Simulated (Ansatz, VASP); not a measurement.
SnO2: VASP beside Ansatz

File INCAR:

```
PREC = Accurate ; ENCUT = 520
EDIFF = 1E-6 ; ISMEAR = -1
SIGMA = 0.05 ; LREAL = F
LASPH = T ; NELM = 80
ALGO = Normal ; ISIF = 2
LWAVE = F ; LCHARG = F
GGA = PS ; NBANDS = 35
```

The input KPOINTS:

```
Automatic mesh
0
Gamma
  6 6 8
```

The input POSCAR:

```
SnO2
1.0
    4.7232933107      0.0000000000      0.0000000000
    0.0000000000      4.8008093156      0.0000000000
    0.0000000000      0.0000000000      3.1970967117
Sn O
2 4
Direct
    0.0000000000      0.0000000000      0.0000000000
    0.5000000000      0.5000000000      0.5000000000
    0.7081450000      0.6789580000      0.0000000000
    0.2081450000      0.8210420000      0.5000000000
    0.7918550000      0.1789580000      0.5000000000
    0.2918550000      0.3210420000      0.0000000000
```

input.yaml

```yaml
crystal:
  lattice:
    - [4.7232933107, 0.0, 0.0]
    - [0.0, 4.8008093156, 0.0]
    - [0.0, 0.0, 3.1970967117]
  atoms:
    - { symbol: Sn, position: [0.0, 0.0, 0.0] }
    - { symbol: Sn, position: [0.5, 0.5, 0.5] }
    - { symbol: O, position: [0.708145, 0.678958, 0.0] }
    - { symbol: O, position: [0.208145, 0.821042, 0.5] }
    - { symbol: O, position: [0.791855, 0.178958, 0.5] }
    - { symbol: O, position: [0.291855, 0.321042, 0.0] }
kpoints:
  mp_grid: { grid: [6, 6, 8] }
scf:
  occupations: { method: fermi_dirac, width: 0.05 }
hamiltonian:
  xc: pbesol
  pseudopotentials: { kind: all_electron, lapw: { basis_error: 0.001 } }
output:
  forces: true
  stress: true
  eigenvalues: true
```

Change from the starting cell: volume scaled by 0.96.

Alike in both runs: task single point; functional PBEsol; k mesh 6 × 6 × 8; occupations fermi-dirac, width 0.05 eV; no spin polarisation.

```csv
,VASP,Ansatz
version,VASP 6.6.1,Ansatz 0.2.0
potentials or method,"VASP PAW PBE potentials, release 64 (Sn_d, O), cutoff 520 eV","all-electron LAPW, scalar-relativistic"
```

```tsv
	VASP	Ansatz	Ansatz less VASP
gap on the k mesh at the Fermi level (eV)	1.11	1.12	+0.011
least direct gap on the mesh (eV)	1.11	1.12	+0.011
pressure (GPa)	2.0	1.3	-0.69
traceless stress, the component that is largest in VASP (GPa)	0.97	0.74	-0.233
rms of the force components (eV/Å)	0.047	0.040	-0.0067
```

VASP's potentials were made for PBE, not for PBEsol. Atom by atom the forces differ by 0.009 eV/Å (rms over components). Ansatz ran all-electron here, and VASP with PAW potentials.
